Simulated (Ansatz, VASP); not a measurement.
## Ga2O in VASP and in Ansatz

```
Ga O
1.0
     3.10754    0.00000    0.00000
    -1.55377    2.69121    0.00000
     0.00000    0.00000   11.44907
Ga O
4 2
Direct
  0.00000 0.00000 0.38883
  0.00000 0.00000 0.61117
  0.66667 0.33333 0.09879
  0.33333 0.66667 0.90121
  0.66667 0.33333 0.31713
  0.33333 0.66667 0.68287
```

Alike in both runs: functional PBE; k mesh 6 × 6 × 2; occupations gaussian, width 0.1 eV; no spin polarisation.

Ansatz relaxed the structure, and its values are those at the end. VASP's run is a single point on that final structure, the one shown.

|  | VASP | Ansatz |
| --- | --- | --- |
| version | VASP 6.6.1 | Ansatz 0.2.0 |
| potentials or method | VASP PAW PBE potentials, release 64 (Ga_d, O), cutoff 520 eV | scalar-relativistic, plane waves, PAW |
| valence electrons in the cell | 64 | 64 |

VASP gave:

| Property | Result |
| --- | --- |
| gap on the k mesh at the Fermi level (eV) | none |
| pressure (GPa) | 0.5 |
| rms of the force components (eV/Å) | 0.007 |

Q: Estimate Ansatz's values.

A: gap on the k mesh at the Fermi level (eV): none; pressure (GPa): 0.2; rms of the force components (eV/Å): 0.023.

A gap of «none» marks a metal or a gap that the smearing closes.

The k mesh is coarse, so the values compare programs but aren't converged.
